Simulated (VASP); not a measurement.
Input of a VASP 6.6.1 run:

File INCAR:

```
SYSTEM = Er3RuC
  ALGO = Normal
  EDIFF = 1E-6
  ENCUT = 600
  GGA = PE
  GGA_COMPAT = .FALSE.
  ISIF = 2
  ISMEAR = 0
  LASPH = .TRUE.
  LCHARG = .TRUE.
  LELF = .TRUE.
  LMAXMIX = 6
  LREAL = .FALSE.
  LVHAR = .TRUE.
  LWAVE = .FALSE.
  NBANDS = 30
  NELM = 200
  PREC = Accurate
  SIGMA = 0.1
```

File KPOINTS:

```
k-points
0
G
  8 8 8
  0 0 0
```

File POSCAR:

```
Er3RuC
1.0
    5.1556916146      0.0000000000      0.0000000000
    0.0000000000      5.1556916146      0.0000000000
    0.0000000000      0.0000000000      4.6777818775
Er Ru C
3 1 1
Direct
    0.0000000000      0.5000000000      0.5000000000
    0.5000000000      0.0000000000      0.5000000000
    0.5000000000      0.5000000000      0.0000000000
    0.0000000000      0.0000000000      0.5000000000
    0.5000000000      0.5000000000      0.5000000000
```

Potentials or basis: VASP PAW PBE potentials, release 64 (Er_3, Ru_pv, C), 4f in core.

The run is started by

```console
$ cat potpaw_PBE.64/Er_3/POTCAR potpaw_PBE.64/Ru_pv/POTCAR potpaw_PBE.64/C/POTCAR > POTCAR
$ mpirun -np 1 vasp_std > vasp.out
```

**Question.** Estimate the band gap on the k mesh.

**Answer.** Zero (an odd number of electrons rules out a gap without spin polarisation).

**Question.** Predict the pressure.

**Answer.** 0.7 GPa.

Stress tensor (GPa, compression positive):
```
0.84 0.00 0.00
0.00 0.84 0.00
0.00 0.00 0.49
```

Caveat: spin-orbit coupling is left out, which moves the levels of the heavy elements; the 4f electrons are frozen in the core, so they carry no moment and show no levels. Spin polarisation is off, so any magnetic state and its effect on volume and gap are missing.
